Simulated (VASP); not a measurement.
Write the native input for VASP 6.6.1 that does the following.

* Task: relaxation of cell and atoms
* Functional: r2SCAN
* Potentials or basis: VASP PAW PBE potentials, release 64 (Ag, I)
* Cutoff: 550 eV
* k mesh: 8 × 8 × 8
* Occupations: gaussian, width 0.01 eV
* Spin: no spin polarisation
* Target pressure: 4 GPa
* Dipole correction: no
* Further INCAR settings: ALGO = Normal; EDIFF = 1e-07; IBRION = 2; EDIFFG = -0.002; NSW = 100; ISIF = 3

Crystal: AgI.

```
CELL_PARAMETERS angstrom
0.00000 3.28866 3.28866
3.28866 0.00000 3.28866
3.28866 3.28866 0.00000
ATOMIC_POSITIONS crystal
Ag 0.00000 0.00000 0.00000
I 0.75000 0.75000 0.75000
```

One way to write it, as run:

POSCAR

```
AgI
1.0
    0.0000000000      3.2886554208      3.2886554208
    3.2886554208      0.0000000000      3.2886554208
    3.2886554208      3.2886554208      0.0000000000
Ag I
1 1
Direct
    0.0000000000      0.0000000000      0.0000000000
    0.7500000000      0.7500000000      0.7500000000
```

INCAR.step1

```
SYSTEM = AgI
ALGO = Normal
EDIFF = 1E-5
EDIFFG = -0.005
ENCUT = 550
GGA = PE
GGA_COMPAT = .False.
IBRION = 2
ISIF = 3
ISMEAR = 0
LASPH = .True.
LCHARG = .False.
LREAL = .False.
LWAVE = .True.
NELM = 120
NELMIN = 4
NSW = 100
PREC = Accurate
SIGMA = 0.01
```

INCAR.step2

```
SYSTEM = AgI
ALGO = Normal
EDIFF = 1E-7
EDIFFG = -0.002
ENCUT = 550
GGA_COMPAT = .False.
IBRION = 2
ISIF = 3
ISMEAR = 0
ISTART = 1
LASPH = .True.
LCHARG = .False.
LMIXTAU = .True.
LREAL = .False.
LWAVE = .False.
METAGGA = R2SCAN
NELM = 120
NELMIN = 4
NSW = 100
PREC = Accurate
PSTRESS = 40.0
SIGMA = 0.01
```

KPOINTS

```
k-points
0
Gamma
  8 8 8
  0 0 0
```

Potentials or basis: VASP PAW PBE potentials, release 64 (Ag, I).

Launch:

```sh
$ cat potpaw_PBE.64/Ag/POTCAR potpaw_PBE.64/I/POTCAR > POTCAR
$ cp INCAR.step1 INCAR
$ mpirun -np 1 vasp_std > vasp.out
$ cp INCAR.step2 INCAR
$ mpirun -np 1 vasp_std > vasp.out
```

It gave:

| Quantity | Value |
| --- | --- |
| Relaxed volume | 31.94 Å³/atom |
| Relaxed cell | a = 4.487 Å, b = 4.487 Å, c = 4.487 Å, α = 60.00°, β = 60.00°, γ = 60.00° |
| Space group after relaxing (to 0.1 Å) | F-43m (No. 216) |
| Energy change on relaxing (the run minimises the enthalpy) | +39.0 meV/atom |
| Ionic steps | 3 |
| Pressure after relaxing | 4.0 GPa |
| Band gap on the k mesh | 1.80 eV |

Caveat: the cell is relaxed towards a set pressure, so the run minimises the enthalpy, not the energy; the PAW data sets were made with another functional, which shifts forces and pressure a little; spin-orbit coupling is left out, which moves the levels of the heavy elements.

Run time: 3.3 min on 1 thread of Intel(R) Xeon(R) 6975P-C (Granite Rapids), on a shared host, peak memory 0.24 GiB.
